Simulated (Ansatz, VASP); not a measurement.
# Sb: VASP beside Ansatz

INCAR

```
PREC = Accurate
ENCUT = 500
EDIFF = 1E-6
ISMEAR = 0
SIGMA = 0.15
LREAL = F
LASPH = T
NELM = 120
ALGO = Normal
ISIF = 2
LWAVE = F
LCHARG = F
GGA = CA
NBANDS = 22
GGA_COMPAT = F
```

Contents of KPOINTS:

```
regular mesh
0
Gamma
  15 15 15
```

The input POSCAR:

```
Sb
1.0
    2.0833495674      1.2028224336      3.9896147744
   -2.0833495674      1.2028224336      3.9896147744
    0.0000000000     -2.4056448671      3.9896147745
Sb
2
Direct
    0.2336400000      0.2336400000      0.2336400000
    0.7663600000      0.7663600000      0.7663600000
```

Input for Ansatz:

```yaml
crystal:
  lattice:
    - [2.0833495674, 1.2028224336, 3.9896147744]
    - [-2.0833495674, 1.2028224336, 3.9896147744]
    - [0.0, -2.4056448671, 3.9896147745]
  atoms:
    - { symbol: Sb, position: [0.23364, 0.23364, 0.23364] }
    - { symbol: Sb, position: [0.76636, 0.76636, 0.76636] }
basis:
  ecutwfc: 420
kpoints:
  mp_grid: { grid: [15, 15, 15] }
hamiltonian:
  xc: lda
scf:
  occupations: { method: gaussian, width: 0.15 }
output:
  forces: true
  stress: true
  eigenvalues: true
```

Alike in both runs: task single point; functional LDA; k mesh 15 × 15 × 15; occupations gaussian, width 0.15 eV; no spin polarisation.

|  | VASP | Ansatz |
| --- | --- | --- |
| version | VASP 6.6.1 | Ansatz 0.2.0 |
| potentials or method | VASP PAW LDA potentials, release 64 (Sb_d_GW), cutoff 500 eV | scalar-relativistic, plane waves, PAW |
| valence electrons in the cell | 30 | 30 |

Ansatz gave:

```
gap on the k mesh at the Fermi level (eV)                     : none
pressure (GPa)                                                : -0.4
traceless stress, the component that is largest in VASP (GPa) : -1.82
rms of the force components (eV/Å)                            : 0.019
```

Which values does VASP return?

gap on the k mesh at the Fermi level (eV): none; pressure (GPa): -0.4; traceless stress, the component that is largest in VASP (GPa): -1.83; rms of the force components (eV/Å): 0.011.

LDA's correlation is that of Perdew and Zunger in VASP and of Perdew and Wang (1992) in Ansatz. Atom by atom the forces differ by 0.007 eV/Å (rms over components). A gap of «none» marks a metal or a gap that the smearing closes.

Neither program's run includes spin-orbit coupling.
